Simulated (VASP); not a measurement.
Input of a VASP 6.6.1 run:

Contents of INCAR:

```
SYSTEM = Ge4N
  ALGO = Fast
  DIPOL = 0.5 0.5 0.350
  EDIFF = 1E-7
  EDIFFG = -0.025
  ENCUT = 520
  GGA = PE
  IBRION = 2
  IDIPOL = 3
  ISIF = 2
  ISMEAR = 0
  LASPH = .True.
  LCHARG = .False.
  LDIPOL = .True.
  LREAL = .False.
  LWAVE = .False.
  NELM = 100
  NSW = 36
  PREC = Accurate
  SIGMA = 0.1
```

The input KPOINTS:

```
k-points
0
Gamma
  7 7 1
  0 0 0
```

File POSCAR:

```
Ge4N
1.0
    4.0740542166      0.0000000000      0.0000000000
    0.0000000000      4.0740542166      0.0000000000
    0.0000000000      0.0000000000     19.8557568530
Ge N
4 1
Selective dynamics
Direct
    0.0000000000      0.5000000000      0.2014529101  F F F
    0.0000000000      0.0000000000      0.2739958855  F F F
    0.5000000000      0.0000000000      0.3493666166  F F F
    0.5000000000      0.5000000000      0.4208228835  F F F
    0.5000000000      0.6250000000      0.5037604879  F F T
```

Potentials or basis: VASP PAW PBE potentials, release 64 (Ge_d, N).

Command:

```sh
$ cat potpaw_PBE.64/Ge_d/POTCAR potpaw_PBE.64/N/POTCAR > POTCAR
$ mpirun -np 1 vasp_std > vasp.out
```

(1) What does it give for the band gap on the k mesh?

(2) Predict the energy gained by relaxing.

Results:

(1) zero (an odd number of electrons rules out a gap without spin polarisation).

(2) 2.0 meV/atom.
